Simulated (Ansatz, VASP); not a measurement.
BN: VASP beside Ansatz

```
CELL_PARAMETERS angstrom
-0.01813 1.81300 1.81300
1.79487 0.00000 1.79487
1.81300 1.81300 -0.01813
ATOMIC_POSITIONS crystal
B 0.00000 0.00000 0.00000
N 0.75000 0.75000 0.75000
```

Change from the starting cell: strain -0.0200 x Voigt [0, 0, 0, 0, 1, 0], atoms carried along.

Alike in both runs: task single point; functional r2SCAN; k mesh 12 × 12 × 12; occupations gaussian, width 0.05 eV; no spin polarisation.

|  | VASP | Ansatz |
| --- | --- | --- |
| version | VASP 6.6.1 | Ansatz 0.2.0 |
| potentials or method | VASP PAW PBE potentials, release 64 (B, N), cutoff 520 eV | scalar-relativistic, plane waves, PAW |
| valence electrons in the cell | 8 | 8 |

|  | VASP | Ansatz | Ansatz less VASP |
| --- | --- | --- | --- |
| gap on the k mesh at the Fermi level (eV) | 4.90 | 4.92 | +0.020 |
| least direct gap on the mesh (eV) | 9.17 | 9.21 | +0.036 |
| pressure (GPa) | -3.9 | -5.0 | -1.06 |
| traceless stress, the component that is largest in VASP (GPa) | 9.09 | 9.03 | -0.058 |
| rms of the force components (eV/Å) | 0.004 | 0.002 | -0.0026 |

VASP's potentials were made for PBE, not for r2SCAN. Atom by atom the forces differ by 0.003 eV/Å (rms over components).
